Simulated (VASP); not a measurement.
# Al: single point with LDA

Al:

```
Al
1.0
     0.00000    2.19293    2.19293
     2.19293    0.00000    2.19293
     2.19293    2.19293    0.00000
Al
2
Direct
  0.87500 0.87500 0.87500
  0.12500 0.12500 0.12500
```

This cell differs from its parent crystal: volume scaled by 0.4.

- Program: VASP 6.6.1
- Task: single point
- Functional: LDA
- Potentials or basis: VASP PAW LDA potentials, release 64 (Al)
- Cutoff: 520 eV
- k mesh: 12 × 12 × 12
- Occupations: fermi-dirac, width 0.08 eV
- Spin: no spin polarisation

The pressure is 206.4 GPa and the band gap on the k mesh is zero (band 3 reaches 17.05 eV, above the bottom of band 4 at 8.12 eV).

Levels at points of the mesh, in eV from the Fermi level:
| k point | band 1 | band 2 | band 3 | band 4 | band 5 | band 6 | band 7 |
| --- | --- | --- | --- | --- | --- | --- | --- |
| (0.00, 0.00, 0.00) | -13.83 | 4.36 | 4.36 | 4.36 | 5.83 | 5.83 | 5.83 |
| (0.50, 0.00, 0.00) | -8.58 | -8.04 | 3.04 | 3.04 | 4.50 | 4.50 | 8.05 |
| (0.50, 0.50, 0.00) | -6.56 | -6.56 | -0.76 | -0.76 | 1.43 | 1.43 | 15.88 |

Wall time 6.3 s on 1 thread of Intel(R) Xeon(R) Platinum 8259CL CPU @ 2.50GHz (Skylake/Cascade Lake), on a shared host, peak memory 0.12 GiB.
